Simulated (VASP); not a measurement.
A run of VASP 6.6.1 is set up as follows.

The input INCAR:

```
ALGO = Fast ; EDIFF = 1E-6
ENCUT = 520 ; GGA = PE
ISIF = 2 ; ISMEAR = 0
LASPH = T ; LCHARG = F
LREAL = F ; LWAVE = F
NBANDS = 14 ; NELM = 60
PREC = Accurate ; SIGMA = 0.012
```

Contents of KPOINTS:

```
k-points
0
Gamma
  11 11 6
```

File POSCAR:

```
Re
1.0
    2.7608000000      0.0000000000      0.0000000000
   -1.3804000000      2.3909229348      0.0000000000
    0.0000000000      0.0000000000      4.4582000000
Re
2
Direct
    0.6666666667      0.3333333333      0.7500000000
    0.3333333333      0.6666666667      0.2500000000
```

Potentials or basis: VASP PAW PBE potentials, release 64 (Re).

Command:

```console
$ cat potpaw_PBE.64/Re/POTCAR > POTCAR
$ mpirun -np 1 vasp_std > vasp.out
```

(1) Estimate the pressure.

(2) What does it give for the band gap on the k mesh?

Results:

(1) 5.5 GPa.

(2) zero (bands 7 and 8 overlap by 3.05 eV).

Caveat: the cell stands under pressure; spin-orbit coupling is left out, which moves the levels of the heavy elements.
